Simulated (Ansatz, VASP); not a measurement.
Al2Au: VASP beside Ansatz

```
Al Au
1.0
     0.00000    3.00000    3.06000
     3.00000    0.00000    3.06000
     3.00000    3.00000    0.00000
Al Au
2 1
Direct
  0.25000 0.25000 0.25000
  0.75000 0.75000 0.75000
  0.00000 0.00000 0.00000
```

Change from the starting cell: zz strain of +2 %, crystal datasets.

Alike in both runs: task electric field gradients; functional LDA; k mesh 11 × 11 × 11; occupations fermi-dirac, width 0.05 eV; no spin polarisation.

```csv
,VASP,Ansatz
version,VASP 6.6.1,Ansatz 0.2.0
potentials or method,"VASP PAW LDA potentials, release 64 (Al, Au), cutoff 520 eV","all-electron PAW with datasets made for the crystal, scalar-relativistic"
```

Ansatz gave:

| Property | Result |
| --- | --- |
| pressure (GPa) | -4.6 |
| traceless stress, the component that is largest in VASP (GPa) | -0.66 |
| size of Vzz on the site where it differs most (V/Å²) | 11.9 |

Problem. What did VASP give for the same quantities?

Solution. Pressure (GPa): -4.4; traceless stress, the component that is largest in VASP (GPa): -0.65; size of Vzz on the site where it differs most (V/Å²): 18.5.

LDA's correlation is that of Perdew and Zunger in VASP and of Perdew and Wang (1992) in Ansatz. Ansatz ran all-electron here, and VASP with PAW potentials.

Spin-orbit coupling is off throughout.
